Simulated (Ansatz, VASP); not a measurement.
## PtSe2 in VASP and in Ansatz

The input INCAR:

```
SYSTEM = PtSe2
PREC = Accurate
ENCUT = 520
EDIFF = 1E-6
ISMEAR = -1
SIGMA = 0.05
LREAL = .FALSE.
LASPH = .TRUE.
NELM = 100
ALGO = Normal
ISIF = 2
LWAVE = .FALSE.
LCHARG = .TRUE.
GGA = PE
LELF = .TRUE.
LVHAR = .TRUE.
NBANDS = 18
```

Contents of KPOINTS:

```
Automatic mesh
0
G
  3 3 2
  0 0 0
```

POSCAR

```
PtSe2
1.0
    3.7240000000      0.0000000000      0.0000000000
   -1.8620000000      3.2250786037      0.0000000000
    0.0000000000      0.0000000000      5.0620000000
Pt Se
1 2
Direct
    0.0000000000      0.0000000000      0.0000000000
    0.6666666667      0.3333333333      0.7500000000
    0.3333333333      0.6666666667      0.2500000000
```

Contents of input.yaml:

```yaml
crystal:
  lattice:
    - [3.724, 0.0, 0.0]
    - [-1.862, 3.2250786037, 0.0]
    - [0.0, 0.0, 5.062]
  atoms:
    - { symbol: Pt, position: [0.0, 0.0, 0.0] }
    - { symbol: Se, position: [0.6666666667, 0.3333333333, 0.75] }
    - { symbol: Se, position: [0.3333333333, 0.6666666667, 0.25] }
hamiltonian:
  xc: pbe
  pseudopotentials: { kind: paw }
kpoints:
  mp_grid: { grid: [3, 3, 2] }
scf:
  occupations: { method: fermi_dirac, width: 0.05 }
output:
  forces: true
  stress: true
  eigenvalues: true
  write_density: true
  write_potential: true
  elf: true
  volumetric_format: npy
```

Alike in both runs: task single point; functional PBE; k mesh 3 × 3 × 2; occupations fermi-dirac, width 0.05 eV; no spin polarisation.

```csv
,VASP,Ansatz
version,VASP 6.6.1,Ansatz 0.2.0
potentials or method,"VASP PAW PBE potentials, release 64 (Pt, Se)",Ansatz PAW
plane-wave cutoff (eV),520,420
valence electrons in the cell,22,50
```

VASP gave:

| Property | Result |
| --- | --- |
| gap on the k mesh at the Fermi level (eV) | none |
| pressure (GPa) | 7.1 |
| traceless stress, the component that is largest in VASP (GPa) | -1.06 |
| rms of the force components (eV/Å) | 0.226 |

Question: Estimate Ansatz's values.

Answer: gap on the k mesh at the Fermi level (eV): none; pressure (GPa): 7.1; traceless stress, the component that is largest in VASP (GPa): -1.06; rms of the force components (eV/Å): 0.223.

Atom by atom the forces differ by 0.003 eV/Å (rms over components). A gap of «none» marks a metal or a gap that the smearing closes. The functional is the same, so the differences come from potentials, cutoffs and numerics. VASP's potentials hold 22 valence electrons a cell and Ansatz's 50, so a difference there can come from the potentials and not from the codes.

The k mesh is coarse, so the values compare programs but aren't converged. Spin-orbit coupling is off throughout.
